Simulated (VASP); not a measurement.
Set up this calculation in VASP 6.6.1, as the native input.

```yaml
Task: electric field gradients
Functional: PBE
Potentials_or_basis: VASP PAW PBE potentials, release 64 (Na_pv, F)
Cutoff: 520 eV
k_mesh: 11 × 11 × 6
Occupations: fermi-dirac, width 0.03 eV
Spin: no spin polarisation
Dipole_correction: no
Further_INCAR_settings: ALGO = Normal; EDIFF = 1e-08; NBANDS = 22
```

The structure of NaF lies in POSCAR:

```
NaF
1.0
    3.9415111329      0.0000000000      0.0000000000
   -1.9707555664      3.4134487704      0.0000000000
    0.0000000000      0.0000000000      4.6559002752
Na F
2 2
Direct
    0.3333333333      0.6666666667     -0.0620000373
    0.6666666667      0.3333333333      0.4379999627
    0.3333333333      0.6666666667      0.4380000373
    0.6666666667      0.3333333333      0.9380000373
```

These files were run (other wordings do the same):

INCAR

```
  ALGO = Normal
  EDIFF = 1E-8
  ENCUT = 520
  GGA = PE
  ISIF = 2
  ISMEAR = -1
  LASPH = True
  LCHARG = False
  LEFG = True
  LREAL = False
  LWAVE = False
  NBANDS = 22
  NELM = 100
  PREC = Accurate
  SIGMA = 0.03
```

KPOINTS

```
k-points
0
Gamma
  11 11 6
```

Potentials or basis: VASP PAW PBE potentials, release 64 (Na_pv, F).

Run with:

```bash
$ cat potpaw_PBE.64/Na_pv/POTCAR potpaw_PBE.64/F/POTCAR > POTCAR
$ mpirun -np 1 vasp_std > vasp.out
```

It gave:

| Item | Value |
| --- | --- |
| Pressure | -0.1 GPa |
| Band gap on the k mesh | 5.48 eV |
| Largest electric field gradient by atom | Na -2.7; F -0.7 V/Å² |

Caveat: without QUAD_EFG the Cq values of the log hold for a quadrupole moment of 1 mb, not for the nuclei.

Wall time 3.2 min on 1 thread of Intel Xeon 8259CL, on a shared host, peak memory 0.21 GiB.
